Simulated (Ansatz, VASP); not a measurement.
# KTaO3: VASP beside Ansatz

```xyz
5
Lattice="3.9800 0.0000 0.0000 0.0000 3.9800 0.0000 0.0000 0.0000 3.9800" Properties=species:S:1:pos:R:3 pbc="T T T"
K     0.0000    0.0000    0.0000
Ta    1.9900    1.9900    1.9900
O     1.9900    1.9900    0.0000
O     1.9900    0.0000    1.9900
O     0.0000    1.9900    1.9900
```

Alike in both runs: task relaxation of cell and atoms; functional r2SCAN; k mesh 8 × 8 × 8; no spin polarisation.

```csv
,VASP,Ansatz
version,VASP 6.6.1,Ansatz 0.2.0
potentials or method,"VASP PAW PBE potentials, release 64 (K_sv, Ta_pv, O)","scalar-relativistic, plane waves, PAW"
plane-wave cutoff (eV),600,500
occupations,"gaussian, width 0.01 eV",fixed
valence electrons in the cell,38,40
```

```tsv
	VASP	Ansatz	Ansatz less VASP
gap on the k mesh at the Fermi level, each at its own relaxed structure (eV)	2.59	2.63	+0.038
relaxed volume (Å³/atom)	12.75	12.71	-0.045
relaxed length of the cell vector where the two differ most in proportion (Å)	3.995	3.990	-0.0047
```

VASP's potentials were made for PBE, not for r2SCAN. VASP's potentials hold 38 valence electrons a cell and Ansatz's 40, so a difference there can come from the potentials and not from the codes.

Spin-orbit coupling is off throughout.
